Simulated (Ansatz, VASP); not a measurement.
# Two plane-wave programs on TaF3

The input INCAR:

```
ALGO = Normal
EDIFF = 1E-7
ENCUT = 520
GGA = PS
ISIF = 2
ISMEAR = 0
LASPH = T
LCHARG = T
LELF = T
LREAL = F
LVHAR = T
LWAVE = F
NBANDS = 24
NELM = 60
PREC = Accurate
SIGMA = 0.15
```

Contents of KPOINTS:

```
k-points
0
Gamma
  12 12 12
```

The input POSCAR:

```
TaF3
1.0
    3.9597180000      0.0000000000      0.0000000000
    0.0000000000      3.9597180000      0.0000000000
    0.0000000000      0.0000000000      3.7841640000
Ta F
1 3
Direct
    0.0000000000      0.0000000000      0.0000000000
    0.5000000000      0.0000000000      0.0000000000
    0.0000000000      0.5000000000      0.0000000000
    0.0000000000      0.0000000000      0.5000000000
```

Input for Ansatz:

```yaml
crystal:
  lattice:
    - [3.959718, 0.0, 0.0]
    - [0.0, 3.959718, 0.0]
    - [0.0, 0.0, 3.784164]
  atoms:
    - { symbol: Ta, position: [0.0, 0.0, 0.0] }
    - { symbol: F, position: [0.5, 0.0, 0.0] }
    - { symbol: F, position: [0.0, 0.5, 0.0] }
    - { symbol: F, position: [0.0, 0.0, 0.5] }
basis:
  ecutwfc: 420
kpoints:
  mp_grid: { grid: [12, 12, 12] }
hamiltonian:
  xc: pbesol
scf:
  occupations: { method: gaussian, width: 0.15 }
output:
  forces: true
  stress: true
  eigenvalues: true
```

Change from the starting cell: strain +0.015 along x and y, -0.030 along z, atoms carried along.

Alike in both runs: task single point; functional PBEsol; k mesh 12 × 12 × 12; occupations gaussian, width 0.15 eV; no spin polarisation.

|  | VASP | Ansatz |
| --- | --- | --- |
| version | VASP 6.6.1 | Ansatz 0.2.0 |
| potentials or method | VASP PAW PBE potentials, release 64 (Ta_pv, F), cutoff 520 eV | scalar-relativistic, plane waves, PAW |
| valence electrons in the cell | 32 | 34 |

VASP gave:

| Quantity | Value |
| --- | --- |
| gap on the k mesh at the Fermi level (eV) | none |
| pressure (GPa) | 21.9 |
| traceless stress, the component that is largest in VASP (GPa) | 14.40 |

**Question.** What did Ansatz give for the same quantities?

**Answer.** gap on the k mesh at the Fermi level (eV): none; pressure (GPa): 21.4; traceless stress, the component that is largest in VASP (GPa): 14.09.

VASP's potentials were made for PBE, not for PBEsol. A gap of «none» marks a metal or a gap that the smearing closes. With one functional, cell and mesh, what is left measures potentials, basis and numerics. VASP's potentials hold 32 valence electrons a cell and Ansatz's 34, so a difference there can come from the potentials and not from the codes.

Neither program's run includes spin-orbit coupling.
